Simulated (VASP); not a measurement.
Wanted: the native input for a VASP 6.6.1 run.

| Property | Result |
| --- | --- |
| Task | single point |
| Functional | PBE |
| Potentials or basis | VASP PAW PBE potentials, release 64 (Si) |
| Cutoff | 520 eV |
| k mesh | 8 × 8 × 8 |
| Occupations | gaussian, width 0.01 eV |
| Spin | no spin polarisation |
| Dipole correction | no |
| Further INCAR settings | ALGO = Normal; EDIFF = 1e-06; NBANDS = 11 |

The structure of Si lies in POSCAR:

```
Si
1.0
    0.0000000000      2.7350468830      2.7350468830
    2.7350468830      0.0000000000      2.7350468830
    2.7350468830      2.7350468830      0.0000000000
Si
2
Direct
    0.7500000000      0.7500000000      0.7500000000
    0.5000000000      0.5000000000      0.5000000000
```

One way to write it, as run:

INCAR

```
PREC = Accurate ; ENCUT = 520
EDIFF = 1E-6 ; ISMEAR = 0
SIGMA = 0.01 ; LREAL = False
LASPH = True ; NELM = 60
ALGO = Normal ; ISIF = 2
LWAVE = False ; LCHARG = False
GGA = PE ; NBANDS = 11
```

KPOINTS

```
regular mesh
0
Gamma
  8 8 8
```

Potentials or basis: VASP PAW PBE potentials, release 64 (Si).

The run is started by

```sh
$ cat potpaw_PBE.64/Si/POTCAR > POTCAR
$ mpirun -np 1 vasp_std > vasp.out
```

Results of the run:

```yaml
Pressure: -0.1 GPa
Band_gap_on_the_k_mesh: 0.65 eV, indirect (least direct gap 2.56 eV)
```

Run time: 6.5 s on 1 thread of AMD EPYC 9R45 96-Core Processor (Zen 5), with other jobs on the host, peak memory 0.13 GiB.
